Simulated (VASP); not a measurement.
# CaAl35N35 (a cell with a defect) in VASP: notebook, part 3 of 3

VASP 6.6.1. The steps go on from the part before.

### 4 Single point, PBE

Contents of INCAR:

```
SYSTEM = CaAl35N35
PREC = Accurate
ENCUT = 520
EDIFF = 1E-7
ISMEAR = -1
SIGMA = 0.01
LREAL = Auto
LASPH = .True.
NELM = 80
ALGO = Normal
ISIF = 2
LWAVE = .False.
LCHARG = .False.
GGA = PE
NBANDS = 186
```

Contents of KPOINTS:

```
Automatic mesh
0
Gamma
  1 1 1
  0.25 0.25 0.25
```

Contents of POSCAR:

```
CaAl35N35
1.0
    9.3892708692      0.0000000866      0.0000000000
   -4.6946355096      8.1313470524      0.0000000000
    0.0000000000      0.0000000000     10.0348065929
Al N Ca
35 35 1
Direct
    0.2226511810      0.1105234930      0.2495874780
    0.1040566763      0.2183823852      0.4984201792
    0.2233231984      0.1114279312      0.7484714331
    0.1087462074      0.2188441269      0.9994028974
    0.2136784063      0.4396274594      0.2389405300
    0.1036176934      0.5507029593      0.4983221539
    0.2227021075      0.4442617158      0.7569678967
    0.1086849251      0.5557732608      0.9993910181
    0.2226121988      0.7777731149      0.2494210416
    0.1115965153      0.8883621884      0.4995000700
    0.2233269449      0.7776263421      0.7483950815
    0.1109257494      0.8884071523      0.9992865517
    0.5536334213      0.1098549185      0.2500380463
    0.4482329353      0.2224868857      0.4998455716
    0.5554034159      0.1106684660      0.7493774939
    0.4438421504      0.2206139146      0.9994420269
    0.5580020444      0.4411847555      0.2483087059
    0.5559883242      0.4447326043      0.7537762558
    0.4446010963      0.5553989373      0.9990014531
    0.5585255859      0.7835892182      0.2480302590
    0.4487303365      0.8925811697      0.4996434987
    0.5561287007      0.7773343051      0.7539083332
    0.4437831316      0.8893798011      0.9993852722
    0.8856241388      0.1083792899      0.2499509765
    0.7751216305      0.2201915168      0.4987664496
    0.8881976058      0.1106733611      0.7488167163
    0.7768167094      0.2212811039      0.9990860736
    0.8854530525      0.4427842288      0.2496871488
    0.7780346775      0.5539220140      0.4994219810
    0.8880983363      0.4430631538      0.7488577822
    0.7788905076      0.5558294880      0.9992427961
    0.8888622961      0.7772142905      0.2497034037
    0.7784660405      0.8902951600      0.4992503911
    0.8892721217      0.7774400911      0.7488490822
    0.7790639985      0.8890234516      0.9991922131
    0.2231274436      0.1142443355      0.4406528654
    0.1077669051      0.2174813051      0.1900611602
    0.2212449233      0.1106385199      0.9391029857
    0.1125033072      0.2242201322      0.6892110802
    0.1077172893      0.5554565108      0.1899325527
    0.2183289980      0.4423657508      0.9473232024
    0.1123917251      0.5534531236      0.6891053812
    0.2233439496      0.7745175160      0.4405155899
    0.1115185848      0.8883716115      0.1905600364
    0.2212029760      0.7769954015      0.9390586067
    0.1123381437      0.8887418443      0.6892534107
    0.5539772015      0.1105461757      0.4399563008
    0.4424375679      0.2191599870      0.1882327948
    0.5551649779      0.1108901485      0.9392716576
    0.4453852924      0.2225623879      0.6909143730
    0.5686091655      0.4325061139      0.4325789784
    0.4415196525      0.5537971589      0.1972344144
    0.5563817710      0.4432180174      0.9450413183
    0.4438808753      0.5547432884      0.7130448713
    0.5699596177      0.8047361887      0.4319912100
    0.4423910102      0.8889042910      0.1881048382
    0.5565024380      0.7799251666      0.9451633622
    0.4454177703      0.8882339645      0.6908297217
    0.8889298501      0.1122963058      0.4397198193
    0.7764796978      0.2207466601      0.1898474266
    0.8882867475      0.1110130218      0.9389922941
    0.7775580068      0.2213013207      0.6892840559
    0.8881895542      0.4421118499      0.4394025667
    0.7797740466      0.5565648696      0.1881016030
    0.8881587230      0.4434936697      0.9390244496
    0.7785022960      0.5549223851      0.6906534233
    0.8902469517      0.7780427720      0.4403964508
    0.7801932387      0.8887145413      0.1880411043
    0.8893640639      0.7778238632      0.9391344576
    0.7785197633      0.8886870105      0.6907114801
    0.4246047582      0.5467904597      0.4898531657
```

Run with:

```bash
cat potpaw_PBE.64/Al/POTCAR potpaw_PBE.64/N/POTCAR potpaw_PBE.64/Ca_sv/POTCAR > POTCAR
mpirun -np 1 vasp_std > vasp.out
```

Wall time 35 min (1 thread of Intel Xeon Platinum 8259CL at 2.50GHz (Skylake/Cascade Lake), shared host); peak memory 1.1 GiB.

Results (log left out):

```
Free energy            : -520.9539 eV
Pressure               : 2.0 GPa
Largest force          : 0.120 eV/Å
Band gap on the k mesh : 2.75 eV
```

Forces on the atoms (eV/Å):
```
Al   0.025 -0.019  0.013
Al   0.013  0.034  0.011
Al   0.033 -0.014 -0.005
Al  -0.028  0.013  0.007
Al   0.015 -0.006 -0.012
Al  -0.016  0.023 -0.023
Al   0.027 -0.019  0.009
Al  -0.025  0.011  0.000
Al   0.030 -0.020  0.018
Al   0.020  0.036 -0.030
Al   0.029 -0.012 -0.003
Al  -0.025  0.016  0.004
Al   0.027 -0.013  0.008
Al  -0.019  0.027 -0.018
Al   0.027 -0.013  0.006
Al  -0.024  0.017  0.001
Al   0.034 -0.014  0.006
Al   0.035 -0.016 -0.002
Al  -0.030  0.017  0.010
Al   0.023 -0.022 -0.017
Al  -0.066  0.008  0.004
Al   0.028 -0.018  0.010
Al  -0.021  0.011  0.003
Al   0.025 -0.007 -0.010
Al  -0.033  0.032  0.001
Al   0.021 -0.010  0.007
Al  -0.026  0.010  0.001
Al   0.025 -0.009  0.007
Al  -0.027 -0.009 -0.025
Al   0.024 -0.017 -0.001
Al  -0.028  0.010 -0.002
Al   0.021 -0.018  0.004
Al   0.022 -0.011  0.025
Al   0.030 -0.017 -0.004
Al  -0.026  0.013  0.007
N    0.011 -0.036  0.010
N   -0.028  0.021  0.000
N    0.038 -0.023  0.001
N   -0.034  0.022 -0.009
N   -0.044  0.025  0.016
N    0.041 -0.019 -0.013
N   -0.027  0.016 -0.006
N   -0.005 -0.011  0.026
N   -0.035  0.021 -0.003
N    0.040 -0.026 -0.005
N   -0.040  0.020  0.005
N    0.026 -0.030 -0.003
N   -0.038  0.027 -0.002
N    0.039 -0.022 -0.006
N   -0.040  0.017  0.010
N    0.108 -0.051 -0.013
N   -0.029  0.012 -0.021
N    0.048 -0.030  0.007
N   -0.040  0.034  0.042
N    0.026  0.029 -0.022
N   -0.036  0.024  0.001
N    0.039 -0.022 -0.014
N   -0.034  0.021  0.001
N   -0.012 -0.004 -0.037
N   -0.036  0.023 -0.001
N    0.037 -0.015  0.002
N   -0.036  0.024 -0.006
N    0.029  0.002  0.008
N   -0.032  0.022  0.003
N    0.040 -0.015  0.005
N   -0.042  0.026  0.007
N    0.019 -0.003  0.006
N   -0.038  0.014  0.000
N    0.038 -0.022  0.000
N   -0.039  0.025 -0.019
Ca  -0.052 -0.084  0.019
```

Stress tensor (GPa, compression positive):
```
2.35 0.21 0.34
0.21 1.79 0.16
0.34 0.16 1.90
```

Levels at points of the mesh, in eV from the valence-band top:
| k point | band 141 | band 142 | band 143 | band 144 | band 145 | band 146 | band 147 | band 148 | band 149 | band 150 |
| --- | --- | --- | --- | --- | --- | --- | --- | --- | --- | --- |
| (0.25, 0.25, 0.25) | -1.18 | -1.01 | -0.73 | -0.54 | -0.05 | 2.94 | 2.97 | 4.21 | 4.38 | 4.48 |
